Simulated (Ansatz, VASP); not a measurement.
**Mo: VASP beside Ansatz**

INCAR

```
PREC     = Accurate       # precision mode
ENCUT    = 520            # plane-wave cutoff, eV
EDIFF    = 1E-6           # SCF threshold, eV
ISMEAR   = 0              # smearing method
SIGMA    = 0.15           # smearing width, eV
LREAL    = False          # projectors in reciprocal space
LASPH    = True           # aspherical terms in the spheres
NELM     = 60             # most SCF steps
ALGO     = Fast           # electronic algorithm
ISIF     = 2              # what is computed and relaxed
LWAVE    = False          # write WAVECAR
LCHARG   = True           # write CHGCAR
GGA      = PS             # functional
LELF     = True           # ELF
LVHAR    = True         
NBANDS   = 13             # bands
```

Contents of KPOINTS:

```
regular mesh
0
Gamma
  24 24 24
```

File POSCAR:

```
Mo
1.0
   -1.7634766507      1.7634766507      1.2467779921
    1.7634766507     -1.7634766507      1.2467779921
    1.7634766507      1.7634766507     -1.2467779921
Mo
1
Direct
    0.0000000000      0.0000000000      0.0000000000
```

Input for Ansatz:

```yaml
crystal:
  lattice:
    - [-1.7634766507, 1.7634766507, 1.2467779921]
    - [1.7634766507, -1.7634766507, 1.2467779921]
    - [1.7634766507, 1.7634766507, -1.2467779921]
  atoms:
    - { symbol: Mo, position: [0.0, 0.0, 0.0] }
basis:
  ecutwfc: 420
kpoints:
  mp_grid: { grid: [24, 24, 24] }
hamiltonian:
  xc: pbesol
scf:
  occupations: { method: gaussian, width: 0.15 }
output:
  forces: true
  stress: true
  eigenvalues: true
```

Alike in both runs: task single point; functional PBEsol; k mesh 24 × 24 × 24; occupations gaussian, width 0.15 eV; no spin polarisation.

|  | VASP | Ansatz |
| --- | --- | --- |
| version | VASP 6.6.1 | Ansatz 0.2.0 |
| potentials or method | VASP PAW PBE potentials, release 64 (Mo_sv), cutoff 520 eV | scalar-relativistic, plane waves, PAW |
| valence electrons in the cell | 14 | 14 |

VASP gave:

* gap on the k mesh at the Fermi level (eV): none
* pressure (GPa): 10.6
* traceless stress, the component that is largest in VASP (GPa): 25.26

Problem. Estimate Ansatz's values.

Solution. gap on the k mesh at the Fermi level (eV): none; pressure (GPa): 10.0; traceless stress, the component that is largest in VASP (GPa): 24.99.

VASP's potentials were made for PBE, not for PBEsol. A gap of «none» marks a metal or a gap that the smearing closes.
